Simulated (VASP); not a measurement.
Write the native input for VASP 6.6.1 that does the following.

```
Task                   : single point
Functional             : PBE
Potentials or basis    : VASP PAW PBE potentials, release 64 (Be, Nb_sv, P)
Cutoff                 : 520 eV
k mesh                 : 6 × 6 × 6
Occupations            : gaussian, width 0.1 eV
Spin                   : no spin polarisation
Dipole correction      : no
Further INCAR settings : ALGO = Normal; EDIFF = 1e-06; NBANDS = 25
```

The structure of Be2NbP3 lies in POSCAR:

```
Be2NbP3
1.0
    5.4732964100      0.0000000000      0.0000000000
   -2.7366482000      4.7400137300      0.0000000000
    0.0000000000      0.0000000000      3.3037689100
Be Nb P
2 1 3
Direct
    0.3333333300      0.6666666700      0.0000000000
    0.6666666700      0.3333333300      0.0000000000
    0.0000000000      0.0000000000      0.0000000000
    0.5000000000      0.0000000000      0.5000000000
    0.5000000000      0.5000000000      0.5000000000
    0.0000000000      0.5000000000      0.5000000000
```

The cell was generated, and may not be a known phase.

One way to write it, as run:

INCAR

```
PREC = Accurate
ENCUT = 520
EDIFF = 1E-6
ISMEAR = 0
SIGMA = 0.1
LREAL = False
LASPH = True
NELM = 80
ALGO = Normal
ISIF = 2
LWAVE = False
LCHARG = False
GGA = PE
NBANDS = 25
```

KPOINTS

```
regular mesh
0
Gamma
  6 6 6
```

Potentials or basis: VASP PAW PBE potentials, release 64 (Be, Nb_sv, P).

Run with:

```console
$ cat potpaw_PBE.64/Be/POTCAR potpaw_PBE.64/Nb_sv/POTCAR potpaw_PBE.64/P/POTCAR > POTCAR
$ mpirun -np 1 vasp_std > vasp.out
```

Results of the run:

* Pressure: -9.3 GPa
* Band gap on the k mesh: zero (bands 16 and 17 overlap by 1.62 eV)

Caveat: the stress differs along the axes, from -11 to -5 GPa.

Run time: 66 s on 1 thread of Oxide Virtual Turin-like Processor (shared host), peak memory 0.2 GiB.
